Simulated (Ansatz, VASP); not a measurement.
# Ir: VASP beside Ansatz

```xyz
1
Lattice="2.5426 0.0000 0.0000 0.0000 2.5426 0.0000 0.0000 0.0000 2.5426" Properties=species:S:1:pos:R:3 pbc="T T T"
Ir    0.0000    0.0000    0.0000
```

Alike in both runs: functional PBEsol; k mesh 13 × 13 × 13; occupations fermi-dirac, width 0.1 eV; no spin polarisation.

Ansatz relaxed the structure, and its values are those at the end. VASP's run is a single point on that final structure, the one shown.

|  | VASP | Ansatz |
| --- | --- | --- |
| version | VASP 6.6.1 | Ansatz 0.2.0 |
| potentials or method | VASP PAW PBE potentials, release 64 (Ir), cutoff 520 eV | plane waves (420 eV) with PAW, scalar-relativistic |
| valence electrons in the cell | 9 | 17 |

|  | VASP | Ansatz | Ansatz less VASP |
| --- | --- | --- | --- |
| pressure (GPa) | 0.4 | 0.0 | -0.47 |

VASP's potentials were made for PBE, not for PBEsol, and Ansatz warns of the same on its side. VASP's potentials hold 9 valence electrons a cell and Ansatz's 17, so a difference there can come from the potentials and not from the codes.

Spin-orbit coupling is off throughout.
